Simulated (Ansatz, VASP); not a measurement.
## CdTeSe4 in VASP and in Ansatz

INCAR

```
SYSTEM = CdTeSe4
PREC     = Accurate       ! precision mode
ENCUT    = 600            ! plane-wave cutoff, eV
EDIFF    = 1E-6           ! SCF threshold, eV
ISMEAR   = 0              ! smearing method
SIGMA    = 0.1            ! smearing width, eV
LREAL    = .False.        ! projectors in reciprocal space
LASPH    = .True.         ! aspherical terms in the spheres
NELM     = 80             ! most SCF steps
ALGO     = Normal         ! electronic algorithm
ISIF     = 3              ! what is computed and relaxed
LWAVE    = .False.        ! write WAVECAR
LCHARG   = .False.        ! write CHGCAR
GGA      = PE             ! functional
IBRION   = 2              ! ionic algorithm
NSW      = 100            ! ionic steps
EDIFFG   = -0.01          ! ionic threshold
```

KPOINTS

```
Automatic mesh
0
Gamma
  8 8 8
  0 0 0
```

Contents of POSCAR:

```
CdTeSe4
1.0
    0.0000000000      4.1551552090      4.1551552090
    4.1551552090      0.0000000000      4.1551552090
    4.1551552090      4.1551552090      0.0000000000
Cd Te Se
1 1 4
Direct
    0.0000000000      0.0000000000      0.0000000000
    0.2500000000      0.2500000000      0.2500000000
    0.6247019095      0.6247019095      0.1258942716
    0.6247019095      0.1258942716      0.6247019095
    0.1258942716      0.6247019095      0.6247019095
    0.6247019095      0.6247019095      0.6247019095
```

Input for Ansatz:

```yaml
crystal:
  lattice:
    - [0.0, 4.155155209, 4.155155209]
    - [4.155155209, 0.0, 4.155155209]
    - [4.155155209, 4.155155209, 0.0]
  atoms:
    - { symbol: Cd, position: [0.0, 0.0, 0.0] }
    - { symbol: Te, position: [0.25, 0.25, 0.25] }
    - { symbol: Se, position: [0.6247019095, 0.6247019095, 0.1258942716] }
    - { symbol: Se, position: [0.6247019095, 0.1258942716, 0.6247019095] }
    - { symbol: Se, position: [0.1258942716, 0.6247019095, 0.6247019095] }
    - { symbol: Se, position: [0.6247019095, 0.6247019095, 0.6247019095] }
basis:
  ecutwfc: 420
kpoints:
  mp_grid: { grid: [8, 8, 8] }
hamiltonian:
  xc: pbe
scf:
  occupations: { method: gaussian, width: 0.1 }
output:
  forces: true
  stress: true
  eigenvalues: true
  write_density: true
  write_potential: true
  elf: true
  volumetric_format: npy
relax:
  adjacent_minimum: "off"
  f_tol: 0.01
  max_steps: 80
  cell: { stress_tol: 0.05 }
```

Change from the starting cell: species swapped into the GdInPt4 type (F-43m, No. 216).

Alike in both runs: task relaxation of cell and atoms; functional PBE; k mesh 8 × 8 × 8; occupations gaussian, width 0.1 eV; no spin polarisation.

|  | VASP | Ansatz |
| --- | --- | --- |
| version | VASP 6.6.1 | Ansatz 0.2.0 |
| potentials or method | VASP PAW PBE potentials, release 64 (Cd, Te, Se), cutoff 600 eV | scalar-relativistic, plane waves, PAW |
| valence electrons in the cell | 42 | 100 |

|  | VASP | Ansatz | Ansatz less VASP |
| --- | --- | --- | --- |
| gap on the k mesh at the Fermi level, each at its own relaxed structure (eV) | none | none | - |
| relaxed volume (Å³/atom) | 23.53 | 23.52 | -0.008 |
| relaxed cell length with the largest relative difference (Å) | 5.845 | 5.844 | -0.0006 |

A gap of «none» marks a metal or a gap that the smearing closes. VASP's potentials hold 42 valence electrons a cell and Ansatz's 100, so a difference there can come from the potentials and not from the codes.

Spin-orbit coupling is off throughout.
